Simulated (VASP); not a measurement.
# Pt (P6_3/mmc) in VASP: a series of runs

Runs on Pt. Level: PBEsol. Tasks: relaxation of cell and atoms.

Everything below comes from runs of VASP 6.6.1. Logs are shortened: lines on timing, memory, paths and dates and some standing lists are left out, and cuts for length are marked.

## Step 1: The cell of the first run

The structure is hexagonal, space group P6_3/mmc (No. 194). The conventional cell has a = 2.761 Å, b = 2.761 Å, c = 4.792 Å, α = 90.00°, β = 90.00°, γ = 120.00°. Pt (site symmetry -6m2) has 12 Pt at 2.76 to 2.88 Å within 3.6 Å.

This isn't the form of Pt at room conditions, which is fcc.

## Step 2: Relaxation of cell and atoms, PBEsol, target pressure 10 GPa, at which the enthalpy is minimised

File INCAR:

```
PREC     = Accurate       # precision mode
ENCUT    = 600            # plane-wave cutoff, eV
EDIFF    = 1E-7           # SCF threshold, eV
ISMEAR   = -1             # smearing method
SIGMA    = 0.05           # smearing width, eV
LREAL    = False          # projectors in reciprocal space
LASPH    = True           # aspherical terms in the spheres
NELM     = 60             # most SCF steps
ALGO     = Normal         # electronic algorithm
ISIF     = 3              # what is computed and relaxed
LWAVE    = False          # write WAVECAR
LCHARG   = False          # write CHGCAR
GGA      = PS             # functional
IBRION   = 2              # ionic algorithm
NSW      = 80             # ionic steps
EDIFFG   = -0.005         # ionic threshold
PSTRESS  = 100.0
```

File KPOINTS:

```
Automatic mesh
0
Gamma
  11 11 6
```

File POSCAR:

```
Pt
1.0
    2.7606656158      0.0000000000      0.0000000000
   -1.3803328079      2.3908065546      0.0000000000
    0.0000000000      0.0000000000      4.7921340000
Pt
2
Direct
    0.3333333333      0.6666666667      0.2500000000
    0.6666666667      0.3333333333      0.7500000000
```

Potentials or basis: VASP PAW PBE potentials, release 64 (Pt).

Run with:

```
cat potpaw_PBE.64/Pt/POTCAR > POTCAR
mpirun -np 1 vasp_std > vasp.out
```

OUTCAR:

```text
PREC = Accurate
   ENCUT = 600
   EDIFF = 1E-7
   ISMEAR = -1
   LREAL = False
   LASPH = True
   NELM = 60
   ISIF = 3
   GGA = PS
   IBRION = 2
   NSW = 80
   EDIFFG = -0.005
   PSTRESS = 100.0

 ion  position               nearest neighbor table
   1  0.333  0.667  0.250-   2 2.88   2 2.88   2 2.88   2 2.88   2 2.88   2 2.88
   2  0.667  0.333  0.750-   1 2.88   1 2.88   1 2.88   1 2.88   1 2.88   1 2.88

  LATTYP: Found a hexagonal cell.
 ALAT       =     2.7606656158
 C/A-ratio  =     1.7358618054

  Lattice vectors:

 A1 = (   2.7606656158,   0.0000000000,   0.0000000000)
 A2 = (  -1.3803328079,   2.3908065546,   0.0000000000)
 A3 = (   0.0000000000,   0.0000000000,   4.7921340000)

Analysis of symmetry for initial positions (statically):
=====================================================================
 Subroutine PRICEL returns:
 Original cell was already a primitive cell.

 Routine SETGRP: Setting up the symmetry group for a
 hexagonal supercell.

 Subroutine GETGRP returns: Found 24 space group operations
 (whereof 12 operations were pure point group operations)
 out of a pool of 24 trial point group operations.

The static configuration has the point symmetry D_3d.
 The point group associated with its full space group is D_6h.

Analysis of symmetry for dynamics (positions and initial velocities):
=====================================================================
 Subroutine PRICEL returns:
 Original cell was already a primitive cell.

 Routine SETGRP: Setting up the symmetry group for a
 hexagonal supercell.

 Subroutine GETGRP returns: Found 24 space group operations
 (whereof 12 operations were pure point group operations)
 out of a pool of 24 trial point group operations.

The dynamic configuration has the point symmetry D_3d.
 The point group associated with its full space group is D_6h.

 Subroutine INISYM returns: Found 24 space group operations
 (whereof 12 operations are pure point group operations),
 and found     1 'primitive' translations

----------------------------------------------------------------------------------------

                                     Primitive cell

  volume of cell :      31.6291

  direct lattice vectors                    reciprocal lattice vectors
     2.760665616  0.000000000  0.000000000     0.362231483  0.209134444  0.000000000
    -1.380332808  2.390806555  0.000000000     0.000000000  0.418268888  0.000000000
     0.000000000  0.000000000  4.792134000     0.000000000  0.000000000  0.208675300

  length of vectors
     2.760665616  2.760665616  4.792134000     0.418268888  0.418268888  0.208675300

  position of ions in fractional coordinates (direct lattice)
     0.333333333  0.666666667  0.250000000
     0.666666667  0.333333333  0.750000000

  ion indices of the primitive-cell ions
   primitive index   ion index
                 1           1
                 2           2

----------------------------------------------------------------------------------------

 KPOINTS: Automatic mesh

Automatic generation of k-mesh.
 Grid dimensions read from file:
 generate k-points for:   11   11    6

 Generating k-lattice:

  Cartesian coordinates                     Fractional coordinates (reciprocal lattice)
     0.032930135  0.019012222  0.000000000     0.090909091  0.000000000  0.000000000
     0.000000000  0.038024444  0.000000000     0.000000000  0.090909091  0.000000000
     0.000000000  0.000000000  0.034779217     0.000000000  0.000000000  0.166666667

  Length of vectors
     0.038024444  0.038024444  0.034779217

  Shift w.r.t. Gamma in fractional coordinates (k-lattice)
     0.000000000  0.000000000  0.000000000

 Subroutine IBZKPT returns following result:
 ===========================================

 Found     64 irreducible k-points:

 Following reciprocal coordinates:
            Coordinates               Weight
  0.000000  0.000000  0.000000      1.000000
  0.090909  0.000000  0.000000      6.000000
  0.181818  0.000000  0.000000      6.000000
  0.272727  0.000000  0.000000      6.000000
  0.363636  0.000000  0.000000      6.000000
  0.454545  0.000000  0.000000      6.000000
[... 16 lines left out ...]
  0.090909  0.090909  0.166667     12.000000
  0.181818  0.090909  0.166667     24.000000
 [... further k-points ...]
   k-points           NKPTS =     64   k-points in BZ     NKDIM =     64   number of bands    NBANDS=     14
   number of dos      NEDOS =    301   number of ions     NIONS =      2
   total plane-waves  NPLWV =  23040
   dimension x,y,z NGX =    24 NGY =   24 NGZ =   40
   dimension x,y,z NGXF=    48 NGYF=   48 NGZF=   80
   ions per type =               2
   NGX,Y,Z   is equivalent  to a cutoff of  14.45, 14.45, 13.88 a.u.
   NGXF,Y,Z  is equivalent  to a cutoff of  28.91, 28.91, 27.75 a.u.
 SYSTEM =  unknown system
   PREC   = accura    normal or accurate (medium, high low for compatibility)
   ISTART =      0    job   : 0-new  1-cont  2-samecut
   ICHARG =      2    charge: 1-file 2-atom 10-const
   ISPIN  =      1    spin polarized calculation?
   LNONCOLLINEAR =      F non collinear calculations
   LSORBIT =      F    spin-orbit coupling
   LASPH  =      T    aspherical Exc in radial PAW
   ENCUT  =  600.0 eV  44.10 Ry    6.64 a.u.   5.51  5.51  9.57*2*pi/ulx,y,z
   NELM   =     60;   NELMIN=  2; NELMDL= -5     # of ELM steps
   EDIFF  = 0.1E-06   stopping-criterion for ELM
   LREAL  =      F    real-space projection
   EDIFFG = -.5E-02   stopping-criterion for IOM
   NSW    =     80    number of steps for IOM
   IBRION =      2    ionic relax: 0-MD 1-quasi-New 2-CG
   NFREE  =      1    steps in history (QN), initial steepest desc. (CG)
   ISIF   =      3    stress and relaxation
   ISYM   =      2    0-nonsym 1-usesym 2-fastsym
   POTIM  = 0.5000    time-step for ionic-motion
   TEBEG  =    0.0;   TEEND  =   0.0 temperature during run
   PSTRESS=  100.0 pullay stress
   NELECT =      20.0000    total number of electrons
   NUPDOWN=      -1.0000    fix difference up-down
   EMIN   =  10.00;   EMAX   =-10.00  energy-range for DOS
   EFERMI =   0.00;   METHOD = LEGACY
   ISMEAR =    -1;   SIGMA  =   0.05  broadening in eV -4-tet -1-fermi 0-gaus
   EFERMI_NEDOS =   21; number of points for ismear=-14 and -15
   IALGO  =     38    algorithm
   IMIX   =      4    mixing-type and parameters
     AMIX     =   0.40;   BMIX     =  1.00
     AMIX_MAG =   1.60;   BMIX_MAG =  1.00
  volume/ion in A,a.u.               =      15.81       106.72
  Fermi-wavevector in a.u.,A,eV,Ry     =   1.405149  2.655347 26.863944  1.974444
  Thomas-Fermi vector in A             =   2.527639
   LORBIT       =      0    0 simple, 1 ext, 2 COOP (PROOUT), +10 PAW based schemes
   GGA     = PS    functional components
   LHFCALC =     F    Hartree Fock is set to
   AEXX    =    0.0000 exact exchange contribution
   IVDW    =     0    specifies the selected vdW correction
   LEPSILON=     F    determine dielectric tensor
   LRPA    =     F    only Hartree local field effects (RPA)
 conjugate gradient relaxation of ions
 non-spin polarized calculation
  energy-cutoff  :      600.00
  volume of cell :       31.63
 maximum number of plane-waves:      1081
 NGX is ok and might be reduce to    24
   NGX = 11   NGY = 11   NGZ = 19

--------------------------------------- Ionic step        1  -------------------------------------------

 number of electron      20.0000003 magnetization

 Free energy of the ion-electron system (eV)
  ---------------------------------------------------
  ext. energy  EPLUGINS =         0.00000000
  ---------------------------------------------------
  free energy    TOTEN  =       -13.75454698 eV

  energy without entropy =      -13.71809320  energy(sigma->0) =      -13.73632009

------------------------ aborting loop because EDIFF is reached ----------------------------------------

  FORCE on cell =-STRESS in cart. coord.  units (eV):
  Direction    XX          YY          ZZ          XY          YZ          ZX
  --------------------------------------------------------------------------------------
  -------------------------------------------------------------------------------------
  Total       -2.0799932     -2.0799932     -2.3134796     -0.0000000      0.0000000      0.0000000
  in kB     -105.3623130   -105.3623130   -117.1895958     -0.0000000      0.0000000      0.0000000
  external PRESSURE =    -209.3047406 kB  Pullay stress =     100.0000000 kB
[... 97 lines left out ...]
  energy  without entropy=      -13.7520562258  energy(sigma->0) =      -13.76871974

  enthalpy is  TOTEN    =       -11.9429553680 eV   P V=        1.8424278904

[... ionic steps 4 to 7 ...]

--------------------------------------- Ionic step        8  -------------------------------------------

 number of electron      19.9999999 magnetization

------------------------ aborting loop because EDIFF is reached ----------------------------------------
[... 71 lines left out ...]
--------------------------------------- Ionic step       10  -------------------------------------------

 number of electron      19.9999999 magnetization

 Free energy of the ion-electron system (eV)
  ---------------------------------------------------
  ext. energy  EPLUGINS =         0.00000000
  ---------------------------------------------------
  free energy    TOTEN  =       -13.77609598 eV

  energy without entropy =      -13.74136328  energy(sigma->0) =      -13.75872963

 E-fermi :  11.6564     XC(G=0): -13.8018

 val. band max:       11.6528370251   @ k =   0.3636   0.0000   0.1667
 cond. band min:      11.6618025128   @ k =   0.2727   0.2727   0.5000
 fundamental gap:      0.0089654877
 Fermi energy:        11.6564424699

 k-point     1 :       0.0000    0.0000    0.0000
  band No.  band energies     occupation
      1       1.0405      2.00000
      2       3.8404      2.00000
      3       7.3151      2.00000
      4       7.7922      2.00000
      5       7.7922      2.00000
      6       8.2417      2.00000
      7       8.2417      2.00000
      8       9.4856      2.00000
      9       9.4856      2.00000
     10      10.6408      2.00000
     11      11.3953      1.98928
     12      11.3953      1.98928
     13      17.0311      0.00000
     14      26.5164      0.00000
[... 377 lines left out ...]
      1       3.2145      2.00000
      2       5.3580      2.00000
      3       6.5579      2.00000
      4       6.7350      2.00000
      5       7.4359      2.00000
      6       8.0539      2.00000
      7       8.8154      2.00000
      8       9.1233      2.00000
      9       9.8233      2.00000
     10       9.9555      2.00000
     11      11.4412      1.97334
     12      14.5421      0.00000
     13      19.2708      0.00000
     14      25.4367      0.00000

 [... further k-points ...]

------------------------ aborting loop because EDIFF is reached ----------------------------------------

  FORCE on cell =-STRESS in cart. coord.  units (eV):
  Direction    XX          YY          ZZ          XY          YZ          ZX
  --------------------------------------------------------------------------------------
  -------------------------------------------------------------------------------------
  Total        1.8339125      1.8339125      1.8186334      0.0000000      0.0000000      0.0000000
  in kB      100.3601711    100.3601711     99.5240278      0.0000000      0.0000000      0.0000000
  external PRESSURE =       0.0814567 kB  Pullay stress =     100.0000000 kB
[... 21 lines left out ...]
  energy  without entropy=      -13.7413632795  energy(sigma->0) =      -13.75872963

  enthalpy is  TOTEN    =       -11.9487649957 eV   P V=        1.8273309882

 reached required accuracy - stopping structural energy minimisation
```

Wall time 3.4 min (1 thread of Intel Xeon 8259CL, shared host); peak memory 0.19 GiB.

What came out:

```yaml
Free_energy: -13.7761 eV
Relaxed_volume: 14.64 Å³/atom
Relaxed_cell: a = 2.706 Å, b = 2.706 Å, c = 4.618 Å, α = 90.00°, β = 90.00°, γ = 120.00°
Space_group_after_relaxing_to_0.1_Å: P6_3/mmc (No. 194)
Energy_change_on_relaxing_the_run_minimises_the_enthalpy: -10.8 meV/atom
Ionic_steps: 10
Pressure_after_relaxing: 10.0 GPa
Band_gap_on_the_k_mesh: zero (bands 10 and 11 overlap by 1.33 eV)
```

The path:
```tsv
step	energy change (eV)	largest force (eV/Å)	pressure (GPa)	volume (Å³)
1	0.0000	0.0000	-10.93	31.63
2	2.6189	0.0000	157.46	23.08
3	-0.0308	0.0000	7.72	29.52
4	-0.0236	0.0000	9.26	29.38
5	-0.0194	0.0000	10.06	29.31
6	-0.0205	0.0000	10.17	29.26
7	-0.0207	0.0000	10.15	29.26
8	-0.0208	0.0000	10.15	29.26
9	-0.0238	0.0000	9.58	29.31
10	-0.0215	0.0000	10.01	29.28
```

Final structure:
```yaml
crystal:
  lattice:
    - [2.70567, 0.00000, 0.00000]
    - [-1.35284, 2.34318, 0.00000]
    - [0.00000, 0.00000, 4.61793]
  atoms:
    - { symbol: Pt, position: [0.33333, 0.66667, 0.25000] }
    - { symbol: Pt, position: [0.66667, 0.33333, 0.75000] }
```

Caveat: the cell is relaxed towards a set pressure, so the run minimises the enthalpy, not the energy; the PAW data sets were made with another functional, which shifts forces and pressure a little; spin-orbit coupling is left out, which moves the levels of the heavy elements.

## Step 3: Relaxation of cell and atoms, PBEsol, target pressure 20 GPa, at which the enthalpy is minimised

File INCAR:

```
SYSTEM = Pt
ALGO     = Normal         ! electronic algorithm
EDIFF    = 1E-6           ! SCF threshold, eV
EDIFFG   = -0.005         ! ionic threshold
ENCUT    = 600            ! plane-wave cutoff, eV
GGA      = PS             ! functional
IBRION   = 2              ! ionic algorithm
ISIF     = 3              ! what is computed and relaxed
ISMEAR   = -1             ! smearing method
LASPH    = .TRUE.         ! aspherical terms in the spheres
LCHARG   = .FALSE.        ! write CHGCAR
LREAL    = .FALSE.        ! projectors in reciprocal space
LWAVE    = .FALSE.        ! write WAVECAR
NELM     = 60             ! most SCF steps
NSW      = 80             ! ionic steps
PREC     = Accurate       ! precision mode
PSTRESS  = 200.0        
SIGMA    = 0.05           ! smearing width, eV
```

File KPOINTS:

```
k-points
0
G
  11 11 6
  0 0 0
```

POSCAR is that of step 2.

Potentials or basis: VASP PAW PBE potentials, release 64 (Pt).

Run with:

```
cat potpaw_PBE.64/Pt/POTCAR > POTCAR
mpirun -np 1 vasp_std > vasp.out
```

Run time: 3.4 min. Hardware: 1 thread of Intel Xeon 8259CL, shared host; peak memory 0.19 GiB.

Results (log left out):

* Free energy: -13.7016 eV
* Relaxed volume: 14.24 Å³/atom
* Relaxed cell: a = 2.684 Å, b = 2.684 Å, c = 4.565 Å, α = 90.00°, β = 90.00°, γ = 120.00°
* Space group after relaxing (to 0.1 Å): P6_3/mmc (No. 194)
* Energy change on relaxing (the run minimises the enthalpy): +26.5 meV/atom
* Ionic steps: 10
* Pressure after relaxing: 20.0 GPa
* Band gap on the k mesh: zero (bands 10 and 11 overlap by 1.39 eV)

The path:
```csv
step,energy change (eV),largest force (eV/Å),pressure (GPa),volume (Å³)
1,0.0000,0.0000,-10.93,31.63
2,8.1384,0.0000,380.68,19.61
3,0.0073,0.0000,14.24,28.96
4,0.0314,0.0000,17.35,28.71
5,0.0555,0.0000,20.12,28.51
6,0.0481,0.0000,19.33,28.57
7,0.0498,0.0000,19.60,28.50
8,0.0484,0.0000,19.51,28.51
9,0.0671,0.0000,21.53,28.36
10,0.0530,0.0000,20.02,28.47
```

Final structure:
```
Pt
1.0
     2.68371    0.00000    0.00000
    -1.34186    2.32416    0.00000
     0.00000    0.00000    4.56494
Pt
2
Cartesian
  0.0000 1.5494 1.1412
  1.3419 0.7747 3.4237
```

Levels at points of the mesh, in eV from the Fermi level:
```csv
k point,band 8,band 9,band 10,band 11,band 12,band 13
"(0.00, 0.00, 0.00)",-2.30,-2.30,-1.12,-0.28,-0.28,5.62
"(0.00, 0.00, 0.50)",-4.06,-0.97,-0.97,-0.97,-0.97,12.96
```

Caveat: the cell is relaxed towards a set pressure, so the run minimises the enthalpy, not the energy; the PAW data sets were made with another functional, which shifts forces and pressure a little; spin-orbit coupling is left out, which moves the levels of the heavy elements.

## Step 4: Relaxation of cell and atoms, PBEsol, target pressure 30 GPa, at which the enthalpy is minimised

File INCAR:

```
ALGO = Normal ; EDIFF = 1E-7
EDIFFG = -0.005 ; ENCUT = 600
GGA = PS ; IBRION = 2
ISIF = 3 ; ISMEAR = -1
LASPH = True ; LCHARG = False
LREAL = False ; LWAVE = False
NELM = 100 ; NSW = 80
PREC = Accurate ; PSTRESS = 300.0
SIGMA = 0.05
```

File KPOINTS:

```
k-points
0
Gamma
  11 11 6
```

POSCAR is that of step 3.

Run with:

```
cat potpaw_PBE.64/Pt/POTCAR > POTCAR
mpirun -np 1 vasp_std > vasp.out
```

It took 4.2 min on 1 thread of Intel Xeon 8259CL, shared host; peak memory 0.19 GiB.

Results (log left out):

```
Free energy                                                : -13.5951 eV
Relaxed volume                                             : 13.89 Å³/atom
Relaxed cell                                               : a = 2.664 Å, b = 2.664 Å, c = 4.521 Å, α = 90.00°, β = 90.00°, γ = 120.00°
Space group after relaxing (to 0.1 Å)                      : P6_3/mmc (No. 194)
Energy change on relaxing (the run minimises the enthalpy) : +79.7 meV/atom
Ionic steps                                                : 10
Pressure after relaxing                                    : 30.0 GPa
Band gap on the k mesh                                     : zero (bands 10 and 11 overlap by 1.45 eV)
```

The path:
| step | energy change (eV) | largest force (eV/Å) | pressure (GPa) | volume (Å³) |
| --- | --- | --- | --- | --- |
| 1 | 0.0000 | 0.0000 | -10.93 | 31.63 |
| 2 | 19.1454 | 0.0000 | 808.02 | 16.51 |
| 3 | 0.0443 | 0.0000 | 18.84 | 28.60 |
| 4 | 0.0903 | 0.0000 | 23.66 | 28.25 |
| 5 | 0.1640 | 0.0000 | 30.25 | 27.81 |
| 6 | 0.1505 | 0.0000 | 29.11 | 27.89 |
| 7 | 0.1568 | 0.0000 | 29.64 | 27.81 |
| 8 | 0.1527 | 0.0000 | 29.43 | 27.82 |
| 9 | 0.1832 | 0.0000 | 31.97 | 27.67 |
| 10 | 0.1595 | 0.0000 | 30.02 | 27.79 |

Final structure:
```yaml
crystal:
  lattice:
    - [2.66409, 0.00000, 0.00000]
    - [-1.33205, 2.30717, 0.00000]
    - [0.00000, 0.00000, 4.52089]
  atoms:
    - { symbol: Pt, position: [0.33333, 0.66667, 0.25000] }
    - { symbol: Pt, position: [0.66667, 0.33333, 0.75000] }
```

Levels at points of the mesh, in eV from the Fermi level:
```tsv
k point	band 6	band 7	band 8	band 9	band 10	band 11	band 12	band 13	band 14
(0.00, 0.00, 0.00)	-3.70	-3.70	-2.42	-2.42	-1.21	-0.30	-0.30	5.84	14.68
(0.00, 0.00, 0.50)	-4.23	-4.23	-4.23	-1.01	-1.01	-1.01	-1.01	13.12	13.12
```

Caveat: the cell is relaxed towards a set pressure, so the run minimises the enthalpy, not the energy; the PAW data sets were made with another functional, which shifts forces and pressure a little; spin-orbit coupling is left out, which moves the levels of the heavy elements.

## Step 5: The runs side by side

| cell | gap on the mesh (eV) | pressure (GPa) |
| --- | --- | --- |
| relaxed to 10 GPa | none | 10.0 |
| relaxed to 20 GPa | none | 20.0 |
| relaxed to 30 GPa | none | 30.0 |

Alike in all rows: task relaxation of cell and atoms; level PBEsol; potentials or basis VASP PAW PBE potentials, release 64 (Pt); no spin polarisation; k mesh 11 × 11 × 6; cutoff (eV) 600; smearing fermi-dirac 0.05 eV.

Caveats: the cell is relaxed towards a set pressure, so the run minimises the enthalpy, not the energy; the PAW data sets were made with another functional, which shifts forces and pressure a little; spin-orbit coupling is left out, which moves the levels of the heavy elements.

Total energies depend on the potentials used, so only differences within one code and one set of settings carry meaning.
